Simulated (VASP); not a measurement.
# B8N7 (a cell with a defect) in VASP: a series of runs

Runs on B8N7 (a cell with a defect). Level: PBE. Tasks: single point.

All numbers are computed with VASP 6.6.1; they aren't measurements. Logs are shortened: lines on timing, memory, paths and dates and some standing lists are left out, and cuts for length are marked.

### 1 The cell of the first run

The cell holds a defect, 15 atoms: a = 5.098 Å, b = 5.105 Å, c = 5.105 Å, α = 75.56°, β = 60.04°, γ = 60.04°.

### 2 Single point, PBE

The input, INCAR:

```
SYSTEM = B8N7
PREC = Accurate ; ENCUT = 520
EDIFF = 1E-6 ; ISMEAR = 0
SIGMA = 0.05 ; LREAL = Auto
LASPH = .True. ; NELM = 100
ALGO = Normal ; ISIF = 2
LWAVE = .False. ; LCHARG = .False.
GGA = PE ; NELECT = 56.0
NBANDS = 42
```

The input, KPOINTS:

```
Automatic mesh
0
Gamma
  6 6 6
  0 0 0
```

The input, POSCAR:

```
B8N7
1.0
    0.0000000000      0.0000000000     -5.0982823342
    4.4227374162      0.0000000000     -2.5491411671
    0.0000000000     -4.4227374162     -2.5491411671
B N
8 7
Direct
    0.5757144903      0.1742855097      0.1742855097
    0.0757144903      0.1742855097      0.1742855097
    0.5000000000      0.3257144903      0.6742855097
    0.0000000000      0.3257144903      0.6742855097
    0.5000000000      0.6742855097      0.3257144903
    0.0000000000      0.6742855097      0.3257144903
    0.9242855097      0.8257144903      0.8257144903
    0.4242855097      0.8257144903      0.8257144903
    0.7500000000      0.8126165678      0.1873834322
    0.6873834322      0.3126165678      0.3126165678
    0.1873834322      0.3126165678      0.3126165678
    0.3126165678      0.6873834322      0.6873834322
    0.8126165678      0.6873834322      0.6873834322
    0.2500000000      0.0468458580      0.9531541420
    0.7500000000      0.1873834322      0.8126165678
```

Potentials or basis: VASP PAW PBE potentials, release 64 (B, N).

Started as:

```
$ cat potpaw_PBE.64/B/POTCAR potpaw_PBE.64/N/POTCAR > POTCAR
$ mpirun -np 1 vasp_std > vasp.out
```

OUTCAR:

```text
SYSTEM = B8N7
   PREC = Accurate
   ENCUT = 520
   EDIFF = 1E-6
   ISMEAR = 0
   LREAL = Auto
   LASPH = .True.
   NELM = 100
   ISIF = 2
   GGA = PE
   NELECT = 56.0

 ion  position               nearest neighbor table
   1  0.576  0.174  0.174-  10 1.54  11 1.54   9 1.60  15 1.60
   2  0.076  0.174  0.174-  14 1.13  11 1.54  10 1.54
   3  0.500  0.326  0.674-  15 1.54  12 1.60  10 1.60
   4  0.000  0.326  0.674-  15 1.54  13 1.60  11 1.60
   5  0.500  0.674  0.326-   9 1.54  10 1.60  12 1.60
   6  0.000  0.674  0.326-   9 1.54  11 1.60  13 1.60
   7  0.924  0.826  0.826-  12 1.54  13 1.54   9 1.60  15 1.60
   8  0.424  0.826  0.826-  14 1.13  13 1.54  12 1.54
   9  0.750  0.813  0.187-   5 1.54   6 1.54   1 1.60   7 1.60
  10  0.687  0.313  0.313-   1 1.54   2 1.54   3 1.60   5 1.60
  11  0.187  0.313  0.313-   1 1.54   2 1.54   4 1.60   6 1.60
  12  0.313  0.687  0.687-   7 1.54   8 1.54   3 1.60   5 1.60
  13  0.813  0.687  0.687-   7 1.54   8 1.54   4 1.60   6 1.60
  14  0.250  0.047  0.953-   2 1.13   8 1.13
  15  0.750  0.187  0.813-   3 1.54   4 1.54   1 1.60   7 1.60

  LATTYP: Found a body centered tetragonal cell.
 ALAT       =     6.2546952368
 C/A-ratio  =     0.8151128298

  Lattice vectors:

 A1 = (   4.4227374162,   0.0000000000,   2.5491411671)
 A2 = (  -4.4227374162,   0.0000000000,   2.5491411671)
 A3 = (   0.0000000000,  -4.4227374162,  -2.5491411671)

Analysis of symmetry for initial positions (statically):
=====================================================================
 Subroutine PRICEL returns:
 Original cell was already a primitive cell.

 Routine SETGRP: Setting up the symmetry group for a
 body centered tetragonal supercell.

 Subroutine GETGRP returns: Found  4 space group operations
 (whereof  2 operations were pure point group operations)
 out of a pool of 16 trial point group operations.

The static configuration has the point symmetry C_1h.
 The point group associated with its full space group is C_2v.

Analysis of symmetry for dynamics (positions and initial velocities):
=====================================================================
 Subroutine PRICEL returns:
 Original cell was already a primitive cell.

 Routine SETGRP: Setting up the symmetry group for a
 body centered tetragonal supercell.

 Subroutine GETGRP returns: Found  4 space group operations
[... 145 lines left out ...]
   ISMEAR =     0;   SIGMA  =   0.05  broadening in eV -4-tet -1-fermi 0-gaus
   EFERMI_NEDOS =   21; number of points for ismear=-14 and -15
   IALGO  =     38    algorithm
   IMIX   =      4    mixing-type and parameters
     AMIX     =   0.40;   BMIX     =  1.00
     AMIX_MAG =   1.60;   BMIX_MAG =  1.00
  volume/ion in A,a.u.               =       6.65        44.87
  Fermi-wavevector in a.u.,A,eV,Ry     =   1.350627  2.552315 24.819658  1.824193
  Thomas-Fermi vector in A             =   2.478116
   LORBIT       =      0    0 simple, 1 ext, 2 COOP (PROOUT), +10 PAW based schemes
   GGA     = PE    functional components
   LHFCALC =     F    Hartree Fock is set to
   AEXX    =    0.0000 exact exchange contribution
   IVDW    =     0    specifies the selected vdW correction
   LEPSILON=     F    determine dielectric tensor
   LRPA    =     F    only Hartree local field effects (RPA)
 non-spin polarized calculation
 Gauss-broadening in eV      SIGMA  =   0.05
  energy-cutoff  :      520.00
  volume of cell :       99.73
 maximum number of plane-waves:      2710
 NGX is ok and might be reduce to    40
   NGX = 19   NGY = 19   NGZ = 19

 number of electron      56.0000003 magnetization

 Free energy of the ion-electron system (eV)
  ---------------------------------------------------
  ext. energy  EPLUGINS =         0.00000000
  ---------------------------------------------------
  free energy    TOTEN  =      -135.41128915 eV

  energy without entropy =     -135.40934800  energy(sigma->0) =     -135.41031858

 E-fermi :   5.7065     XC(G=0): -11.7613

 val. band max:        5.7030809571   @ k =   0.0000   0.3333   0.0000
 cond. band min:       5.7085438955   @ k =  -0.1667   0.3333   0.0000
 fundamental gap:      0.0054629384
 Fermi energy:         5.7064696449

 k-point     1 :       0.0000    0.0000    0.0000
  band No.  band energies     occupation
      1     -13.5628      2.00000
      2     -11.4972      2.00000
      3      -9.9283      2.00000
      4      -9.8104      2.00000
      5      -9.2992      2.00000
      6      -8.8663      2.00000
[... 1021 lines left out ...]
     39      15.9730      0.00000
     40      16.3835      0.00000

 [... further k-points ...]

 [bands above 40 left out]

------------------------ aborting loop because EDIFF is reached ----------------------------------------

  FORCE on cell =-STRESS in cart. coord.  units (eV):
  Direction    XX          YY          ZZ          XY          YZ          ZX
  --------------------------------------------------------------------------------------
  -------------------------------------------------------------------------------------
  Total       -6.8702965     -6.8702965    -33.3689446    -31.5135028      0.0000000      0.0000000
  in kB     -110.3773269   -110.3773269   -536.1012998   -506.2920039      0.0000000      0.0000000
  external PRESSURE =    -252.2853179 kB  Pullay stress =       0.0000000 kB

 VOLUME and BASIS-vectors are now :
 -----------------------------------------------------------------------------
  energy-cutoff  :      520.00
  volume of cell :       99.73
      direct lattice vectors                 reciprocal lattice vectors
     0.000000000  0.000000000 -5.098282334    -0.113052156  0.113052156 -0.196144492
     4.422737416  0.000000000 -2.549141167     0.226104312  0.000000000  0.000000000
     0.000000000 -4.422737416 -2.549141167     0.000000000 -0.226104312  0.000000000

 POSITION                                       TOTAL-FORCE (eV/Angst)
 -----------------------------------------------------------------------------------
      0.77082     -0.77082     -3.82371        -0.435439      0.496376     -0.000000
      0.77082     -0.77082     -1.27457        14.130760    -19.999597     -0.000000
      1.44055     -2.98219     -5.09828         1.470448      1.470448     -3.792522
      1.44055     -2.98219     -2.54914         1.470448      1.470448      3.792522
      2.98219     -1.44055     -5.09828        -2.322737     -2.322737     -4.421587
      2.98219     -1.44055     -2.54914        -2.322737     -2.322737      4.421587
      3.65192     -3.65192     -8.92199         0.496376     -0.435439     -0.000000
      3.65192     -3.65192     -6.37285       -19.999597     14.130760     -0.000000
      3.59399     -0.82875     -6.37285         0.555455      0.555455     -0.000000
      1.38262     -1.38262     -5.09828         0.401266     -1.292032      1.912266
      1.38262     -1.38262     -2.54914         0.401266     -1.292032     -1.912266
      3.04012     -3.04012     -5.09828        -1.292032      0.401266      1.912266
      3.04012     -3.04012     -7.64742        -1.292032      0.401266     -1.912266
      0.20719     -4.21555     -3.82371         8.930994      8.930994     -0.000000
      0.82875     -3.59399     -6.37285        -0.192440     -0.192440     -0.000000
 -----------------------------------------------------------------------------------
    total drift:                               -0.000478     -0.000478      0.000000

  FREE ENERGIE OF THE ION-ELECTRON SYSTEM (eV)
  ---------------------------------------------------
  free  energy   TOTEN  =      -135.4112891492 eV

  energy  without entropy=     -135.4093480018  energy(sigma->0) =     -135.41031858
```

stdout:

```text
POSCAR found type information on POSCAR B N
 POSCAR found :  2 types and      15 ions
 scaLAPACK will be used
 LDA part: xc-table for (Slater+PW92), standard interpolation
 POSCAR, INCAR and KPOINTS ok, starting setup
 FFT: planning ... GRIDC
 FFT: planning ... GRID_SOFT
 FFT: planning ... GRID
 WAVECAR not read
 entering main loop
 the old and the new charge density differ
 old charge density:    59.00000 new   56.00000
    0.217E+01
```

Run time: 7.3 min. Hardware: 1 thread of Intel Xeon Platinum 8259CL at 2.50GHz (Skylake/Cascade Lake), shared host; peak memory 0.29 GiB.

Results:

- Free energy: -135.4113 eV
- Largest force: 24.488 eV/Å

Forces in eV/Å, atoms in the order of the input:
```
B    -0.435   0.496   0.000
B    14.131 -20.000   0.000
B     1.470   1.470  -3.793
B     1.470   1.470   3.793
B    -2.323  -2.323  -4.422
B    -2.323  -2.323   4.422
B     0.496  -0.435   0.000
B   -20.000  14.131   0.000
N     0.555   0.555   0.000
N     0.401  -1.292   1.912
N     0.401  -1.292  -1.912
N    -1.292   0.401   1.912
N    -1.292   0.401  -1.912
N     8.931   8.931   0.000
N    -0.192  -0.192   0.000
```

Caveat: the cell carries a net charge on a neutralising background, which shifts energy and pressure; the cell differs from its parent crystal (atoms taken out, atom 14 moved 0.375 of the way to it and +0.000 Å across, host rigid); the cell is charged against a uniform background, so pressure and absolute levels hang on convention.

### 3 Single point, PBE

The input, INCAR:

```
  PREC = Accurate
  ENCUT = 520
  EDIFF = 1E-6
  ISMEAR = 0
  SIGMA = 0.05
  LREAL = Auto
  LASPH = True
  NELM = 100
  ALGO = Normal
  ISIF = 2
  LWAVE = False
  LCHARG = False
  GGA = PE
  NELECT = 56.0
  NBANDS = 42
```

The input, KPOINTS:

```
regular mesh
0
Gamma
  6 6 6
```

POSCAR: that of step 2 with these lines changed.

```diff
@@ -21,3 +21,3 @@
     0.8126165678      0.6873834322      0.6873834322
-    0.2500000000      0.0468458580      0.9531541420
+    0.2500000000      0.1405375741      0.8594624259
     0.7500000000      0.1873834322      0.8126165678
```

Potentials or basis: VASP PAW PBE potentials, release 64 (B, N).

Started as:

```
$ cat potpaw_PBE.64/B/POTCAR potpaw_PBE.64/N/POTCAR > POTCAR
$ mpirun -np 1 vasp_std > vasp.out
```

OUTCAR:

```text
PREC = Accurate
   ENCUT = 520
   EDIFF = 1E-6
   ISMEAR = 0
   LREAL = Auto
   LASPH = True
   NELM = 100
   ISIF = 2
   GGA = PE
   NELECT = 56.0

 ion  position               nearest neighbor table
   1  0.576  0.174  0.174-  10 1.54  11 1.54   9 1.60  15 1.60
   2  0.076  0.174  0.174-  14 1.40  11 1.54  10 1.54
   3  0.500  0.326  0.674-  15 1.54  12 1.60  10 1.60  14 1.72
   4  0.000  0.326  0.674-  15 1.54  13 1.60  11 1.60  14 1.72
[... 1280 lines left out ...]
  energy-cutoff  :      520.00
  volume of cell :       99.73
      direct lattice vectors                 reciprocal lattice vectors
     0.000000000  0.000000000 -5.098282334    -0.113052156  0.113052156 -0.196144492
     4.422737416  0.000000000 -2.549141167     0.226104312  0.000000000  0.000000000
     0.000000000 -4.422737416 -2.549141167     0.000000000 -0.226104312  0.000000000

 POSITION                                       TOTAL-FORCE (eV/Angst)
 -----------------------------------------------------------------------------------
      0.77082     -0.77082     -3.82371        -0.740225     -0.022828     -0.000000
      0.77082     -0.77082     -1.27457         4.551473     -2.534026      0.000000
      1.44055     -2.98219     -5.09828        -0.531469     -0.531469     -0.640087
      1.44055     -2.98219     -2.54914        -0.531469     -0.531469      0.640087
      2.98219     -1.44055     -5.09828        -1.705432     -1.705432     -3.804194
      2.98219     -1.44055     -2.54914        -1.705432     -1.705432      3.804194
      3.65192     -3.65192     -8.92199        -0.022828     -0.740225     -0.000000
      3.65192     -3.65192     -6.37285        -2.534026      4.551473     -0.000000
      3.59399     -0.82875     -6.37285         0.558225      0.558225     -0.000000
      1.38262     -1.38262     -5.09828        -0.527547     -0.317411      0.719730
      1.38262     -1.38262     -2.54914        -0.527547     -0.317411     -0.719730
      3.04012     -3.04012     -5.09828        -0.317411     -0.527547      0.719730
      3.04012     -3.04012     -7.64742        -0.317411     -0.527547     -0.719730
      0.62156     -3.80118     -3.82371         3.759082      3.759082     -0.000000
      0.82875     -3.59399     -6.37285         0.592016      0.592016     -0.000000
 -----------------------------------------------------------------------------------
    total drift:                               -0.000521     -0.000521     -0.000000

  FREE ENERGIE OF THE ION-ELECTRON SYSTEM (eV)
  ---------------------------------------------------
  free  energy   TOTEN  =      -142.0912996287 eV

  energy  without entropy=     -142.0884525784  energy(sigma->0) =     -142.08987610
```

Run time: 7.5 min. Hardware: 1 thread of Intel Xeon Platinum 8259CL at 2.50GHz (Skylake/Cascade Lake), shared host; peak memory 0.29 GiB.

What came out:

```
Free energy   : -142.0913 eV
Largest force : 5.316 eV/Å
```

Forces in eV/Å, atoms in the order of the input:
```
B   -0.740 -0.023  0.000
B    4.551 -2.534  0.000
B   -0.531 -0.531 -0.640
B   -0.531 -0.531  0.640
B   -1.705 -1.705 -3.804
B   -1.705 -1.705  3.804
B   -0.023 -0.740  0.000
B   -2.534  4.551  0.000
N    0.558  0.558  0.000
N   -0.528 -0.317  0.720
N   -0.528 -0.317 -0.720
N   -0.317 -0.528  0.720
N   -0.317 -0.528 -0.720
N    3.759  3.759  0.000
N    0.592  0.592  0.000
```

Caveat: the cell carries a net charge on a neutralising background, which shifts energy and pressure; the cell differs from its parent crystal (atoms taken out, atom 14 moved 0.125 of the way to it and +0.000 Å across, host rigid); the cell is charged against a uniform background, so pressure and absolute levels hang on convention.

### 4 Single point, PBE

The input, INCAR:

```
ALGO = Normal
EDIFF = 1E-6
ENCUT = 520
GGA = PE
ISIF = 2
ISMEAR = 0
LASPH = True
LCHARG = False
LREAL = Auto
LWAVE = False
NBANDS = 42
NELECT = 56.0
NELM = 80
PREC = Accurate
SIGMA = 0.05
```

The input, KPOINTS:

```
k-points
0
Gamma
  6 6 6
```

POSCAR: that of step 3 with these lines changed.

```diff
@@ -21,3 +21,3 @@
     0.8126165678      0.6873834322      0.6873834322
-    0.2500000000      0.1405375741      0.8594624259
+    0.2500000000      0.2342292902      0.7657707098
     0.7500000000      0.1873834322      0.8126165678
```

Started as:

```
$ cat potpaw_PBE.64/B/POTCAR potpaw_PBE.64/N/POTCAR > POTCAR
$ mpirun -np 1 vasp_std > vasp.out
```

It took 7.3 min on 1 thread of Intel Xeon Platinum 8259CL at 2.50GHz (Skylake/Cascade Lake), shared host; peak memory 0.3 GiB.

It converged, with:

| Property | Result |
| --- | --- |
| Free energy | -140.8966 eV |
| Largest force | 8.344 eV/Å |

Forces in eV/Å, atoms in the order of the input:
```
B   -0.454 -0.350  0.000
B    3.328  0.402  0.000
B    0.633  0.633 -2.958
B    0.633  0.633  2.958
B   -1.161 -1.161 -3.286
B   -1.161 -1.161  3.286
B   -0.350 -0.454  0.000
B    0.402  3.328  0.000
N    0.218  0.218  0.000
N   -0.612  2.187 -0.240
N   -0.612  2.187  0.240
N    2.187 -0.612 -0.240
N    2.187 -0.612  0.240
N   -5.900 -5.900  0.000
N    0.662  0.662  0.000
```

Levels at points of the mesh, in eV from the Fermi level:
| k point | band 25 | band 26 | band 27 | band 28 | band 29 | band 30 | band 31 | band 32 |
| --- | --- | --- | --- | --- | --- | --- | --- | --- |
| (0.00, 0.00, 0.00) | -1.06 | -0.52 | -0.07 | 0.07 | 1.30 | 4.54 | 6.68 | 6.75 |
| (0.50, 0.00, 0.00) | -0.89 | -0.60 | -0.36 | -0.18 | 0.06 | 3.60 | 4.38 | 5.89 |
| (0.50, 0.50, 0.00) | -1.09 | -0.81 | -0.14 | 0.02 | 0.31 | 3.29 | 4.60 | 5.79 |
| (0.00, 0.50, 0.00) | -1.02 | -0.78 | -0.70 | -0.43 | 0.71 | 3.18 | 5.64 | 6.22 |
| (0.00, 0.50, 0.50) | -2.15 | -1.79 | -1.51 | -1.36 | -0.04 | 3.18 | 4.38 | 5.55 |

Caveat: the cell carries a net charge on a neutralising background, which shifts energy and pressure; the cell differs from its parent crystal (atoms taken out, atom 14 moved -0.125 of the way to it and +0.000 Å across, host rigid); the cell is charged against a uniform background, so pressure and absolute levels hang on convention.
